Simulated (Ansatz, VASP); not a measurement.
CdTe in VASP and in Ansatz

Contents of POSCAR:

```
CdTe
1.0
    0.0000000000      3.2447842846      3.2447842846
    3.2447842846      0.0000000000      3.2447842846
    3.2447842846      3.2447842846      0.0000000000
Cd Te
1 1
Direct
    0.0000000000      0.0000000000      0.0000000000
    0.2500000000      0.2500000000      0.2500000000
```

INCAR.step1

```
SYSTEM = CdTe
PREC = Accurate ; ENCUT = 520
ISMEAR = 0 ; SIGMA = 0.02
LREAL = .FALSE. ; LASPH = .TRUE.
NELM = 60 ; NBANDS = 16
GGA = PE ; ALGO = Normal
EDIFF = 1E-4 ; LWAVE = .TRUE.
LCHARG = .FALSE.
```

Contents of INCAR.step2:

```
SYSTEM = CdTe
PREC = Accurate ; ENCUT = 520
EDIFF = 1E-6 ; ISMEAR = 0
SIGMA = 0.02 ; LREAL = .FALSE.
LASPH = .TRUE. ; NELM = 60
ALGO = Normal ; ISIF = 2
LWAVE = .FALSE. ; LCHARG = .TRUE.
METAGGA = R2SCAN ; LMIXTAU = .TRUE.
LELF = .TRUE. ; LVHAR = .TRUE.
NBANDS = 16 ; ISTART = 1
```

The input KPOINTS:

```
Automatic mesh
0
G
  8 8 8
  0 0 0
```

Input for Ansatz:

```yaml
crystal:
  lattice:
    - [0.0, 3.2447842872, 3.2447842872]
    - [3.2447842872, 0.0, 3.2447842872]
    - [3.2447842872, 3.2447842872, 0.0]
  atoms:
    - { symbol: Cd, position: [0.0, 0.0, 0.0] }
    - { symbol: Te, position: [0.25, 0.25, 0.25] }
basis:
  ecutwfc: 500
kpoints:
  mp_grid: { grid: [8, 8, 8] }
hamiltonian:
  xc: r2scan
scf:
  occupations: { method: gaussian, width: 0.02 }
output:
  forces: true
  stress: true
  eigenvalues: true
```

Alike in both runs: task single point; functional r2SCAN; k mesh 8 × 8 × 8; occupations gaussian, width 0.02 eV; no spin polarisation.

|  | VASP | Ansatz |
| --- | --- | --- |
| version | VASP 6.6.1 | Ansatz 0.2.0 |
| potentials or method | VASP PAW PBE potentials, release 64 (Cd, Te), cutoff 520 eV | scalar-relativistic, plane waves, PAW |
| valence electrons in the cell | 18 | 36 |

|  | VASP | Ansatz | Ansatz less VASP |
| --- | --- | --- | --- |
| gap on the k mesh at the Fermi level (eV) | 1.26 | 1.27 | +0.006 |
| least direct gap on the mesh (eV) | 1.26 | 1.27 | +0.006 |
| pressure (GPa) | 1.5 | 1.4 | -0.13 |

VASP's potentials were made for PBE, not for r2SCAN. VASP's potentials hold 18 valence electrons a cell and Ansatz's 36, so a difference there can come from the potentials and not from the codes.

Spin-orbit coupling is off throughout.
